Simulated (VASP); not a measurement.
# LiBr (Fm-3m) in VASP: a series of runs, part 2 of 2

VASP 6.6.1. Earlier steps stand in the parts before.

### 4 Single point, HSE06

Input file POSCAR:

```
LiBr
1.0
    0.0000000000      2.7395485848      2.7395485848
    2.7395485848      0.0000000000      2.7395485848
    2.7395485848      2.7395485848      0.0000000000
Li Br
1 1
Direct
    0.0000000000      0.0000000000      0.0000000000
    0.5000000000      0.5000000000      0.5000000000
```

Input file INCAR.step1:

```
SYSTEM = LiBr
PREC     = Accurate       ! precision mode
ENCUT    = 650            ! plane-wave cutoff, eV
EDIFF    = 1E-5           ! SCF threshold, eV
ISMEAR   = 0              ! smearing method
SIGMA    = 0.01           ! smearing width, eV
LREAL    = .FALSE.        ! projectors in reciprocal space
LASPH    = .TRUE.         ! aspherical terms in the spheres
NELM     = 120            ! most SCF steps
ALGO     = Normal         ! electronic algorithm
ISIF     = 2              ! what is computed and relaxed
LWAVE    = .TRUE.         ! write WAVECAR
GGA      = PE             ! functional
NBANDS   = 12             ! bands
GGA_COMPAT= .FALSE.
```

Input file INCAR.step2:

```
SYSTEM = LiBr
PREC     = Accurate       ! precision mode
ENCUT    = 650            ! plane-wave cutoff, eV
EDIFF    = 1E-6           ! SCF threshold, eV
ISMEAR   = 0              ! smearing method
SIGMA    = 0.01           ! smearing width, eV
LREAL    = .FALSE.        ! projectors in reciprocal space
LASPH    = .TRUE.         ! aspherical terms in the spheres
NELM     = 120            ! most SCF steps
ALGO     = Normal         ! electronic algorithm
ISIF     = 2              ! what is computed and relaxed
LWAVE    = .FALSE.        ! write WAVECAR
LCHARG   = .TRUE.         ! write CHGCAR
GGA      = PE             ! functional
LHFCALC  = .TRUE.         ! exact exchange
HFSCREEN = 0.2079         ! screening, 1/A
PRECFOCK = Normal       
LELF     = .TRUE.         ! ELF
LVHAR    = .TRUE.       
ISTART   = 1            
NBANDS   = 12             ! bands
GGA_COMPAT= .FALSE.
```

Input file KPOINTS:

```
Automatic mesh
0
G
  6 6 6
  0 0 0
```

Potentials or basis: VASP PAW PBE potentials, release 64 (Li_sv, Br).

Launch:

```console
cat potpaw_PBE.64/Li_sv/POTCAR potpaw_PBE.64/Br/POTCAR > POTCAR
cp INCAR.step1 INCAR
mpirun -np 1 vasp_std > vasp.out
cp INCAR.step2 INCAR
mpirun -np 1 vasp_std > vasp.out
```

OUTCAR:

```text
SYSTEM = LiBr
   PREC = Accurate
   ENCUT = 650
   EDIFF = 1E-6
   ISMEAR = 0
   LREAL = .FALSE.
   LASPH = .TRUE.
   NELM = 120
   ISIF = 2
   GGA = PE
   LHFCALC = .TRUE.
   HFSCREEN = 0.2079
   PRECFOCK = Normal
   ISTART = 1

 ion  position               nearest neighbor table
   1  0.000  0.000  0.000-
   2  0.500  0.500  0.500-

  LATTYP: Found a face centered cubic cell.
 ALAT       =     5.4790971696

  Lattice vectors:

 A1 = (   0.0000000000,   2.7395485848,   2.7395485848)
 A2 = (   2.7395485848,   0.0000000000,   2.7395485848)
 A3 = (   2.7395485848,   2.7395485848,   0.0000000000)

Analysis of symmetry for initial positions (statically):
=====================================================================
 Subroutine PRICEL returns:
 Original cell was already a primitive cell.

 Routine SETGRP: Setting up the symmetry group for a
 face centered cubic supercell.

 Subroutine GETGRP returns: Found 48 space group operations
 (whereof 48 operations were pure point group operations)
 out of a pool of 48 trial point group operations.

The static configuration has the point symmetry O_h .

Analysis of symmetry for dynamics (positions and initial velocities):
=====================================================================
 Subroutine PRICEL returns:
 Original cell was already a primitive cell.

 Routine SETGRP: Setting up the symmetry group for a
 face centered cubic supercell.

 Subroutine GETGRP returns: Found 48 space group operations
 (whereof 48 operations were pure point group operations)
 out of a pool of 48 trial point group operations.

The dynamic configuration has the point symmetry O_h .

 Subroutine INISYM returns: Found 48 space group operations
 (whereof 48 operations are pure point group operations),
 and found     1 'primitive' translations

----------------------------------------------------------------------------------------

                                     Primitive cell

  volume of cell :      41.1213

  direct lattice vectors                    reciprocal lattice vectors
     0.000000000  2.739548585  2.739548585    -0.182511821  0.182511821  0.182511821
     2.739548585  0.000000000  2.739548585     0.182511821 -0.182511821  0.182511821
     2.739548585  2.739548585  0.000000000     0.182511821  0.182511821 -0.182511821

  length of vectors
     3.874306763  3.874306763  3.874306763     0.316119746  0.316119746  0.316119746

  position of ions in fractional coordinates (direct lattice)
     0.000000000  0.000000000  0.000000000
     0.500000000  0.500000000  0.500000000

  ion indices of the primitive-cell ions
   primitive index   ion index
                 1           1
                 2           2

----------------------------------------------------------------------------------------

 KPOINTS: Automatic mesh

Automatic generation of k-mesh.
 Grid dimensions read from file:
 generate k-points for:    6    6    6

 Generating k-lattice:

[... 37 lines left out ...]
   dimension x,y,z NGX =    32 NGY =   32 NGZ =   32
   dimension x,y,z NGXF=    64 NGYF=   64 NGZF=   64
   ions per type =               1   1
   NGX,Y,Z   is equivalent  to a cutoff of  13.73, 13.73, 13.73 a.u.
   NGXF,Y,Z  is equivalent  to a cutoff of  27.46, 27.46, 27.46 a.u.
 SYSTEM =  LiBr
   PREC   = accura    normal or accurate (medium, high low for compatibility)
   ISTART =      1    job   : 0-new  1-cont  2-samecut
   ICHARG =      0    charge: 1-file 2-atom 10-const
   ISPIN  =      1    spin polarized calculation?
   LNONCOLLINEAR =      F non collinear calculations
   LSORBIT =      F    spin-orbit coupling
   LASPH  =      T    aspherical Exc in radial PAW
   ENCUT  =  650.0 eV  47.77 Ry    6.91 a.u.   8.05  8.05  8.05*2*pi/ulx,y,z
   NELM   =    120;   NELMIN=  2; NELMDL=  0     # of ELM steps
   EDIFF  = 0.1E-05   stopping-criterion for ELM
   LREAL  =      F    real-space projection
   EDIFFG = 0.1E-04   stopping-criterion for IOM
   NSW    =      0    number of steps for IOM
   IBRION =     -1    ionic relax: 0-MD 1-quasi-New 2-CG
   NFREE  =      0    steps in history (QN), initial steepest desc. (CG)
   ISIF   =      2    stress and relaxation
   ISYM   =      3    0-nonsym 1-usesym 2-fastsym
   POTIM  = 0.5000    time-step for ionic-motion
   TEBEG  =    0.0;   TEEND  =   0.0 temperature during run
   PSTRESS=    0.0 pullay stress
   NELECT =      10.0000    total number of electrons
   NUPDOWN=      -1.0000    fix difference up-down
   EMIN   =  10.00;   EMAX   =-10.00  energy-range for DOS
   EFERMI =   0.00;   METHOD = LEGACY
   ISMEAR =     0;   SIGMA  =   0.01  broadening in eV -4-tet -1-fermi 0-gaus
   EFERMI_NEDOS =   21; number of points for ismear=-14 and -15
   IALGO  =     38    algorithm
   IMIX   =      1    mixing-type and parameters
     AMIX     =   0.40;   BMIX     =  1.00
     AMIX_MAG =   1.60;   BMIX_MAG =  1.00
  volume/ion in A,a.u.               =      20.56       138.75
  Fermi-wavevector in a.u.,A,eV,Ry     =   1.021847  1.931011 14.206810  1.044171
  Thomas-Fermi vector in A             =   2.155494
   LORBIT       =      0    0 simple, 1 ext, 2 COOP (PROOUT), +10 PAW based schemes
   GGA     = PE    functional components
   LHFCALC =     T    Hartree Fock is set to
   PRECFOCK=normal    Normal, Fast or Accurate (Low or Medium for compatibility)
   ENCUT4O =  -1.0   cutoff for four orbital integrals eV
   NKREDX  =     1    reduce k-point grid by
   NKREDY  =     1    reduce k-point grid by
   NKREDZ  =     1    reduce k-point grid by
   AEXX    =    0.2500 exact exchange contribution
   HFSCREEN=    0.2079 screening length (either q_TF or 0.3 A-1)
   HFSCREENC=   0.2079 screening length for correlation (either q_TF or 0.3 A-1)
   ENCUTFOCK=  -1.0 apply spherical cutoff to Coloumb kernel
   IVDW    =     0    specifies the selected vdW correction
   LEPSILON=     F    determine dielectric tensor
   LRPA    =     F    only Hartree local field effects (RPA)
 non-spin polarized calculation
 Gauss-broadening in eV      SIGMA  =   0.01
  energy-cutoff  :      650.00
  volume of cell :       41.12
 maximum number of plane-waves:      1572
  NGX = 28; NGY = 28; NGZ = 28

 number of electron      10.0000006 magnetization

 Free energy of the ion-electron system (eV)
  ---------------------------------------------------
  ext. energy  EPLUGINS =         0.00000000
  ---------------------------------------------------
  free energy    TOTEN  =        -7.60271062 eV

  energy without entropy =       -7.60271062  energy(sigma->0) =       -7.60271062

 E-fermi :  -0.2627     XC(G=0):  -7.0706

 val. band max:       -0.4397183096   @ k =   0.0000   0.0000   0.0000
 cond. band min:       5.7685370337   @ k =   0.0000   0.0000   0.0000
 fundamental gap:      6.2082553433
 Fermi energy:        -0.2626963028

 k-point     1 :       0.0000    0.0000    0.0000
  band No.  band energies     occupation
      1     -47.7148      2.00000
      2     -15.0696      2.00000
      3      -0.4397      2.00000
      4      -0.4397      2.00000
      5      -0.4397      2.00000
      6       5.7685      0.00000
      7      11.3793      0.00000
      8      11.3793      0.00000
      9      11.3793      0.00000
     10      13.3646      0.00000
     11      13.3646      0.00000
     12      13.3646      0.00000
[... 211 lines left out ...]
 k-point    16 :      -0.3333    0.5000    0.1667
  band No.  band energies     occupation
      1     -47.7131      2.00000
      2     -14.3074      2.00000
      3      -3.2104      2.00000
      4      -2.2806      2.00000
      5      -1.6858      2.00000
      6       8.0007      0.00000
      7       9.0978      0.00000
      8      10.7970      0.00000
      9      11.5755      0.00000
     10      14.2901      0.00000
     11      16.4554      0.00000
     12      18.5714      0.00000

------------------------ aborting loop because EDIFF is reached ----------------------------------------

  FORCE on cell =-STRESS in cart. coord.  units (eV):
  Direction    XX          YY          ZZ          XY          YZ          ZX
  --------------------------------------------------------------------------------------
  -------------------------------------------------------------------------------------
  Total       -0.0512685     -0.0512685     -0.0512685      0.0000000     -0.0000000     -0.0000000
  in kB       -1.9975345     -1.9975345     -1.9975345      0.0000000     -0.0000000     -0.0000000
  external PRESSURE =      -1.9975345 kB  Pullay stress =       0.0000000 kB

 VOLUME and BASIS-vectors are now :
 -----------------------------------------------------------------------------
  energy-cutoff  :      650.00
  volume of cell :       41.12
      direct lattice vectors                 reciprocal lattice vectors
     0.000000000  2.739548585  2.739548585    -0.182511821  0.182511821  0.182511821
     2.739548585  0.000000000  2.739548585     0.182511821 -0.182511821  0.182511821
     2.739548585  2.739548585  0.000000000     0.182511821  0.182511821 -0.182511821

 POSITION                                       TOTAL-FORCE (eV/Angst)
 -----------------------------------------------------------------------------------
      0.00000      0.00000      0.00000        -0.000000      0.000000     -0.000000
      2.73955      2.73955      2.73955         0.000000     -0.000000      0.000000
 -----------------------------------------------------------------------------------
    total drift:                                0.000000      0.000000      0.000000

  FREE ENERGIE OF THE ION-ELECTRON SYSTEM (eV)
  ---------------------------------------------------
  free  energy   TOTEN  =        -7.6027106161 eV

  energy  without entropy=       -7.6027106161  energy(sigma->0) =       -7.60271062
```

It took 28 min on 1 thread of Intel Xeon Platinum 8259CL at 2.50GHz (Skylake/Cascade Lake), shared host; peak memory 0.31 GiB.

Results:

| Property | Result |
| --- | --- |
| Free energy | -7.6027 eV |
| Pressure | -0.2 GPa |
| Band gap on the k mesh | 6.21 eV |

Caveat: the PAW data sets were made with another functional, which shifts forces and pressure a little.

### 5 Summary

| spin | cell | k mesh | smearing | gap on the mesh (eV) | pressure (GPa) |
| --- | --- | --- | --- | --- | --- |
| non-collinear, zero start, SOC | a = 3.874 Å, angles 60.0°, 2 atoms | 4 × 4 × 4 | gaussian 0.01 eV | - | -0.1 |
| off | a = 3.871 Å, angles 60.0°, 2 atoms | 6 × 6 × 6 | fermi-dirac 0.02 eV | 6.22 | -0.1 |
| off | a = 3.874 Å, angles 60.0°, 2 atoms | 6 × 6 × 6 | gaussian 0.01 eV | 6.21 | -0.2 |

Alike in all rows: task single point; level HSE06; potentials or basis VASP PAW PBE potentials, release 64 (Li_sv, Br); cutoff (eV) 650.

Caveats: some runs use coarse meshes; the PAW data sets were made with another functional, which shifts forces and pressure a little.

Total energies depend on the potentials used, so only differences within one code and one set of settings carry meaning.
